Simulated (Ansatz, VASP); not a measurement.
# Two plane-wave programs on WC

```
W C
1.0
     2.88428    0.00000    0.00000
    -1.44214    2.49786    0.00000
     0.00000    0.00000    2.81210
W C
1 1
Direct
  0.00000 0.00000 0.00000
  0.66667 0.33333 0.50000
```

Alike in both runs: functional LDA; k mesh 15 × 15 × 12; occupations gaussian, width 0.1 eV; no spin polarisation.

Ansatz relaxed the structure, and its values are those at the end. VASP's run is a single point on that final structure, the one shown.

|  | VASP | Ansatz |
| --- | --- | --- |
| version | VASP 6.6.1 | Ansatz 0.2.0 |
| potentials or method | VASP PAW LDA potentials, release 64 (W_sv, C_h), cutoff 1300 eV | scalar-relativistic, plane waves, PAW |
| valence electrons in the cell | 18 | 18 |

|  | VASP | Ansatz | Ansatz less VASP |
| --- | --- | --- | --- |
| gap on the k mesh at the Fermi level (eV) | none | none | - |
| pressure (GPa) | 2.5 | 0.0 | -2.51 |

Ansatz warns that its potentials were made for another functional, while VASP's fit it. LDA's correlation is that of Perdew and Zunger in VASP and of Perdew and Wang (1992) in Ansatz. A gap of «none» marks a metal or a gap that the smearing closes.

Neither program's run includes spin-orbit coupling.
